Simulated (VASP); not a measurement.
# Sc3SbP2: single point with PBE

Crystal: Sc3SbP2.

```
Sc Sb P
1.0
     3.70598    0.00000    0.00000
    -1.85299    3.20947    0.00000
     0.00000    0.00000   11.94287
Sc Sb P
3 1 2
Direct
  0.00000 0.00000 0.76100
  0.00000 0.00000 0.23900
  0.00000 0.00000 0.50000
  0.00000 0.00000 0.00000
  0.33333 0.66667 0.63819
  0.66667 0.33333 0.36181
```

The cell was generated, and may not be a known phase.

- Program: VASP 6.6.1
- Task: single point
- Functional: PBE
- Potentials or basis: VASP PAW PBE potentials, release 64 (Sc_sv, Sb, P)
- Cutoff: 520 eV
- k mesh: 12 × 12 × 4
- Occupations: gaussian, width 0.1 eV
- Spin: no spin polarisation

The pressure is 0.1 GPa and the largest force is 0.016 eV/Å. The band gap on the k mesh is zero (bands 24 and 25 overlap by 0.99 eV).

Forces in eV/Å, atoms in the order of the input:
```
Sc   0.000  0.000  0.016
Sc   0.000  0.000 -0.016
Sc   0.000  0.000  0.000
Sb   0.000  0.000  0.000
P    0.000  0.000 -0.011
P    0.000  0.000  0.011
```

Levels at points of the mesh, in eV from the Fermi level:
```tsv
k point	band 22	band 23	band 24	band 25	band 26	band 27
(0.00, 0.00, 0.00)	-1.12	-0.55	0.91	0.91	1.05	1.05
(0.50, 0.00, 0.00)	-1.72	-1.69	-0.46	0.01	0.24	0.75
(0.00, 0.00, 0.50)	-1.11	-0.52	0.90	0.90	0.97	0.97
(0.50, 0.00, 0.50)	-1.72	-1.68	-0.37	0.06	0.24	0.69
```

Wall time 14 min on 1 thread of Oxide Virtual Turin-like Processor (shared host), peak memory 0.41 GiB.

Caveat: spin-orbit coupling is left out, which moves the levels of the heavy elements.
